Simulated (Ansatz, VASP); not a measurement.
# BP in VASP and in Ansatz

INCAR

```
SYSTEM = BP
ALGO = Normal
EDIFF = 1E-6
EDIFFG = -0.04
ENCUT = 600
GGA = PE
IBRION = 2
ISIF = 3
ISMEAR = 0
LASPH = .TRUE.
LCHARG = .FALSE.
LREAL = .FALSE.
LWAVE = .FALSE.
NELM = 100
NSW = 90
PREC = Accurate
SIGMA = 0.1
```

File KPOINTS:

```
k-points
0
G
  6 6 6
  0 0 0
```

POSCAR

```
BP
1.0
    1.4788914934     -5.3633834140      0.0000000000
    1.4788914934      5.3633834140      0.0000000000
    0.0000000000      0.0000000000      3.0831595991
B P
2 2
Direct
    0.6670545449      0.3329454551      0.2500000000
    0.3329454551      0.6670545449      0.7500000000
    0.8534033064      0.1465966936      0.2500000000
    0.1465966936      0.8534033064      0.7500000000
```

Input for Ansatz:

```yaml
crystal:
  lattice:
    - [1.4788914934, -5.363383414, 0.0]
    - [1.4788914934, 5.363383414, 0.0]
    - [0.0, 0.0, 3.0831595991]
  atoms:
    - { symbol: B, position: [0.6670545449, 0.3329454551, 0.25] }
    - { symbol: B, position: [0.3329454551, 0.6670545449, 0.75] }
    - { symbol: P, position: [0.8534033064, 0.1465966936, 0.25] }
    - { symbol: P, position: [0.1465966936, 0.8534033064, 0.75] }
basis:
  ecutwfc: 420
kpoints:
  mp_grid: { grid: [6, 6, 6] }
hamiltonian:
  xc: pbe
scf:
  occupations: { method: gaussian, width: 0.1 }
  lower_state_search: "off"
output:
  forces: true
  stress: true
  eigenvalues: true
relax:
  adjacent_minimum: "off"
  f_tol: 0.04
  max_steps: 70
  cell: { stress_tol: 0.4 }
```

Change from the starting cell: species swapped into the GdPd type (Cmcm, No. 63).

Alike in both runs: task relaxation of cell and atoms; functional PBE; k mesh 6 × 6 × 6; occupations gaussian, width 0.1 eV; no spin polarisation.

|  | VASP | Ansatz |
| --- | --- | --- |
| version | VASP 6.6.1 | Ansatz 0.2.0 |
| potentials or method | VASP PAW PBE potentials, release 64 (B, P), cutoff 600 eV | scalar-relativistic, plane waves, PAW |
| valence electrons in the cell | 16 | 16 |

Ansatz gave:

| Quantity | Value |
| --- | --- |
| gap on the k mesh at the Fermi level, each at its own relaxed structure (eV) | none |
| relaxed volume (Å³/atom) | 13.67 |
| relaxed cell length with the largest relative difference (Å) | 6.690 |

Task: Which values does VASP return?

Result: gap on the k mesh at the Fermi level, each at its own relaxed structure (eV): none; relaxed volume (Å³/atom): 13.18; relaxed cell length with the largest relative difference (Å): 6.476.

A gap of «none» marks a metal or a gap that the smearing closes.

The k mesh is coarse, so the values compare programs but aren't converged.
